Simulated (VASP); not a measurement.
Input of a VASP 6.6.1 run:

File INCAR:

```
PREC = Accurate ; ENCUT = 520
EDIFF = 1E-6 ; ISMEAR = -1
SIGMA = 0.2 ; LREAL = F
LASPH = T ; NELM = 60
ALGO = Normal ; ISIF = 2
LWAVE = F ; LCHARG = F
NBANDS = 12
```

KPOINTS

```
Automatic mesh
0
Gamma
  12 12 14
```

POSCAR

```
In
1.0
   -1.6019898026      1.6281983263      2.4755659685
    1.6281983263     -1.6019898026      2.4755659685
    1.5260503434      1.5260503434     -2.4583443292
In
1
Direct
    0.0000000000      0.0000000000      0.0000000000
```

Potentials or basis: VASP PAW LDA potentials, release 64 (In_d).

The run is started by

```console
$ cat potpaw_LDA.64/In_d/POTCAR > POTCAR
$ mpirun -np 1 vasp_std > vasp.out
```

Predict the pressure.

0.2 GPa.

Stress tensor (GPa, compression positive):
```
 0.19  0.09 -0.02
 0.09  0.19 -0.02
-0.02 -0.02  0.10
```
